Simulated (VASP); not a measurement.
VO2, 6 atoms in the cell. It takes space group P4_2/mnm (No. 136, tetragonal). The conventional cell has a = 4.530 Å, b = 4.530 Å, c = 2.869 Å, α = 90.00°, β = 90.00°, γ = 90.00°. Within 2.5 Å of V (site symmetry mmm) lie 6 O at 1.90 to 1.95 Å. Within 2.5 Å of O (site symmetry m2m) lie 3 V at 1.90 to 1.95 Å and 1 O at 2.50 Å. 

| Item | Value |
| --- | --- |
| Program | VASP 6.6.1 |
| Task | single point |
| Functional | PBE |
| Potentials or basis | VASP PAW PBE potentials, release 64 (V_sv, O) |
| Cutoff | 600 eV |
| k mesh | 5 × 5 × 7 |
| Occupations | methfessel-paxton, width 0.05 eV |
| Spin | collinear spin, antiferromagnetic start |
| Starting moments | [1.0, -1.0, 0.0, 0.0, 0.0, 0.0] μB |
| Dipole correction | no |
| Further INCAR settings | ALGO = Normal; EDIFF = 1e-06; NBANDS = 38 |

Potentials or basis: VASP PAW PBE potentials, release 64 (V_sv, O).

Command:

```bash
$ cat potpaw_PBE.64/V_sv/POTCAR potpaw_PBE.64/O/POTCAR > POTCAR
$ mpirun -np 1 vasp_std > vasp.out
```

Hardware: 1 thread of Intel(R) Xeon(R) Platinum 8488C (Sapphire Rapids) (shared host).

Q: How long does it take, and how much memory?

A: Run time: 61 s on 1 thread of Intel(R) Xeon(R) Platinum 8488C (Sapphire Rapids), with other jobs on the host, peak memory 0.25 GiB. Counts: scf iterations 18, k points 24.
